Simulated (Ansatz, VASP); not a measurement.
**Zn in VASP and in Ansatz**

INCAR

```
SYSTEM = Zn
PREC = Accurate ; ENCUT = 520
EDIFF = 1E-6 ; ISMEAR = 0
SIGMA = 0.15 ; LREAL = .FALSE.
LASPH = .TRUE. ; NELM = 80
ALGO = Normal ; ISIF = 2
LWAVE = .FALSE. ; LCHARG = .FALSE.
GGA = PS ; NBANDS = 12
```

File KPOINTS:

```
regular mesh
0
G
  20 20 20
  0 0 0
```

Contents of POSCAR:

```
Zn
1.0
   -1.4841722663      1.5300745013      1.4841722663
    1.4841722663     -1.5300745013      1.4841722663
    1.4841722663      1.5300745013     -1.4841722663
Zn
1
Direct
    0.0000000000      0.0000000000      0.0000000000
```

Input for Ansatz:

```yaml
crystal:
  lattice:
    - [-1.4841722663, 1.5300745013, 1.4841722663]
    - [1.4841722663, -1.5300745013, 1.4841722663]
    - [1.4841722663, 1.5300745013, -1.4841722663]
  atoms:
    - { symbol: Zn, position: [0.0, 0.0, 0.0] }
basis:
  ecutwfc: 520.0
kpoints:
  mp_grid: { grid: [20, 20, 20] }
hamiltonian:
  xc: pbesol
scf:
  occupations: { method: gaussian, width: 0.15 }
output:
  forces: true
  stress: true
  eigenvalues: true
```

Change from the starting cell: normal strain along x -0.0300, normal strain along z -0.0300.

Alike in both runs: task single point; functional PBEsol; k mesh 20 × 20 × 20; occupations gaussian, width 0.15 eV; no spin polarisation.

|  | VASP | Ansatz |
| --- | --- | --- |
| version | VASP 6.6.1 | Ansatz 0.2.0 |
| potentials or method | VASP PAW PBE potentials, release 64 (Zn), cutoff 520 eV | scalar-relativistic, plane waves, PAW |
| valence electrons in the cell | 12 | 12 |

|  | VASP | Ansatz | Ansatz less VASP |
| --- | --- | --- | --- |
| gap on the k mesh at the Fermi level (eV) | none | none | - |
| pressure (GPa) | 6.2 | 5.7 | -0.53 |
| traceless stress, the component that is largest in VASP (GPa) | 0.97 | 1.00 | +0.028 |

VASP's potentials were made for PBE, not for PBEsol. A gap of «none» marks a metal or a gap that the smearing closes. With one functional, cell and mesh, what is left measures potentials, basis and numerics.
